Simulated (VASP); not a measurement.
Wanted: the native input for a VASP 6.6.1 run.

```
Task                   : electric field gradients
Functional             : LDA
Potentials or basis    : VASP PAW LDA potentials, release 64 (Ti_sv, Ag)
Cutoff                 : 520 eV
k mesh                 : 9 × 9 × 9
Occupations            : fermi-dirac, width 0.08 eV
Spin                   : no spin polarisation
Dipole correction      : no
Further INCAR settings : ALGO = Normal; EDIFF = 1e-08; NBANDS = 32
```

The structure of Ti3Ag lies in POSCAR:

```
Ti3Ag
1.0
    4.2691188875      0.0000000000      0.0000000000
    0.0000000000      4.2691188875      0.0000000000
    0.0000000000      0.0000000000      4.0274706486
Ti Ag
3 1
Direct
    0.0000000000      0.5000000000      0.5000000000
    0.5000000000      0.0000000000      0.5000000000
    0.5000000000      0.5000000000      0.0000000000
    0.0000000000      0.0000000000      0.0000000000
```

This cell differs from its parent crystal: volume scaled by 1.06.

These files were run (other wordings do the same):

INCAR

```
SYSTEM = Ti3Ag
  PREC = Accurate
  ENCUT = 520
  EDIFF = 1E-8
  ISMEAR = -1
  SIGMA = 0.08
  LREAL = .False.
  LASPH = .True.
  NELM = 60
  ALGO = Normal
  ISIF = 2
  LWAVE = .False.
  LCHARG = .False.
  LEFG = .True.
  NBANDS = 32
```

KPOINTS

```
Automatic mesh
0
Gamma
  9 9 9
  0 0 0
```

Potentials or basis: VASP PAW LDA potentials, release 64 (Ti_sv, Ag).

Command:

```console
$ cat potpaw_LDA.64/Ti_sv/POTCAR potpaw_LDA.64/Ag/POTCAR > POTCAR
$ mpirun -np 1 vasp_std > vasp.out
```

Results of the run:

| Quantity | Value |
| --- | --- |
| Pressure | -14.5 GPa |

Caveat: without QUAD_EFG the Cq values of the log hold for a quadrupole moment of 1 mb, not for the nuclei.

It took 2.2 min on 1 thread of Intel(R) Xeon(R) Platinum 8488C (Sapphire Rapids), on a shared host, peak memory 0.26 GiB.
